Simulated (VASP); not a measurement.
Runs of VASP 6.6.1 on K2S (fluorite type). The structure is that of space group Fm-3m (No. 225), or close to it. The cells are those of the table. 

| task | spin | cell | cutoff (eV) | gap on the mesh (eV) | pressure (GPa) |
| --- | --- | --- | --- | --- | --- |
| single point | off | a = 5.277 Å, angles 60.0°, 3 atoms | 500 | 2.32 | 0.0 |
| electric field gradients | off | a = 5.277 Å, angles 60.0°, 3 atoms | 400 | 2.32 | 0.0 |
| relaxation of cell and atoms | off | relaxed from a = 4.990 Å, angles 60.0°, 3 atoms | 500 | 2.31 | 0.0 |
| electric field gradients | collinear | a = 5.380 Å, angles 60.0°, 3 atoms | 400 | (a) | -0.9 |

Alike in all rows: level PBE; potentials or basis VASP PAW PBE potentials, release 64 (S, K_sv); k mesh 10 × 10 × 10; smearing fermi-dirac 0.03 eV.

Estimate the missing entries.

(a) 2.18.

A k mesh can miss the band edges.
